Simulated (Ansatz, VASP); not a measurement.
# Two plane-wave programs on FeO

```
CELL_PARAMETERS angstrom
0.00000 2.15426 2.15426
2.15426 0.00000 2.15426
2.15426 2.15426 0.00000
ATOMIC_POSITIONS crystal
Fe 0.00000 0.00000 0.00000
O 0.50000 0.50000 0.50000
```

Alike in both runs: task single point; functional PBE; k mesh 14 × 14 × 14; occupations gaussian, width 0.05 eV; collinear spin; Hubbard terms Fe d U = 2.0 eV.

```csv
,VASP,Ansatz
version,VASP 6.6.1,Ansatz 0.2.0
potentials or method,"VASP PAW PBE potentials, release 64 (Fe, O), cutoff 520 eV","scalar-relativistic, plane waves, PAW"
valence electrons in the cell,14,22
```

```csv
,VASP,Ansatz,Ansatz less VASP
gap on the k mesh at the Fermi level (eV),none,none,-
pressure (GPa),0.1,7.4,+7.31
net moment per atom (μB),2.00,2.00,0.000
size of the moment on the site where the two differ most (μB),3.71,3.46,-0.255
```

Site moments also hang on the region over which each program counts them. The programs project onto different local orbitals, so the same U acts differently, and such runs can settle in different states. A gap of «none» marks a metal or a gap that the smearing closes. VASP's potentials hold 14 valence electrons a cell and Ansatz's 22, so a difference there can come from the potentials and not from the codes. Ansatz's warnings: reached outside group.
